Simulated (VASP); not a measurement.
Set up this calculation in VASP 6.6.1, as the native input.

* Task: single point
* Functional: PBE
* Potentials or basis: VASP PAW PBE potentials, release 64 (Be)
* Cutoff: 520 eV
* k mesh: 10 × 6 × 4
* Occupations: gaussian, width 0.1 eV
* Spin: no spin polarisation
* Dipole correction: no
* Further INCAR settings: ALGO = Fast; EDIFF = 1e-07; NBANDS = 18

The structure of Be lies in POSCAR:

```
Be
1.0
    1.1410596755     -1.9763623418     -0.0001157413
   -3.3896444492     -1.9570629054      0.0001783794
    0.0000058352      0.0003964576     -7.0906275471
Be
8
Direct
    0.4999993507      0.8316675844      0.6249915960
    0.4999960471      0.8317251669      0.1249882042
    0.9999261775      0.3316614650      0.6250037873
    1.0000800815      0.3317397988      0.1250133908
    0.9999957587      0.6683365700      0.8750032067
    0.9999749740      0.6682666591      0.3749823958
    0.5000152559      0.1683346568      0.8750059874
    0.5000123546      0.1682680992      0.3750114319
```

One way to write it, as run:

INCAR

```
SYSTEM = Be
PREC     = Accurate       ! precision mode
ENCUT    = 520            ! plane-wave cutoff, eV
EDIFF    = 1E-7           ! SCF threshold, eV
ISMEAR   = 0              ! smearing method
SIGMA    = 0.1            ! smearing width, eV
LREAL    = .FALSE.        ! projectors in reciprocal space
LASPH    = .TRUE.         ! aspherical terms in the spheres
NELM     = 60             ! most SCF steps
ALGO     = Fast           ! electronic algorithm
ISIF     = 2              ! what is computed and relaxed
LWAVE    = .FALSE.        ! write WAVECAR
LCHARG   = .TRUE.         ! write CHGCAR
GGA      = PE             ! functional
LELF     = .TRUE.         ! ELF
LVHAR    = .TRUE.       
NBANDS   = 18             ! bands
```

KPOINTS

```
regular mesh
0
G
  10 6 4
  0 0 0
```

Potentials or basis: VASP PAW PBE potentials, release 64 (Be).

Command:

```sh
$ cat potpaw_PBE.64/Be/POTCAR > POTCAR
$ mpirun -np 1 vasp_std > vasp.out
```

It gave:

The pressure is 0.2 GPa. The band gap on the k mesh is zero (bands 8 and 9 overlap by 1.39 eV).

Run time: 66 s on 1 thread of Intel(R) Xeon(R) 6975P-C (Granite Rapids), with other jobs on the host, peak memory 0.22 GiB.
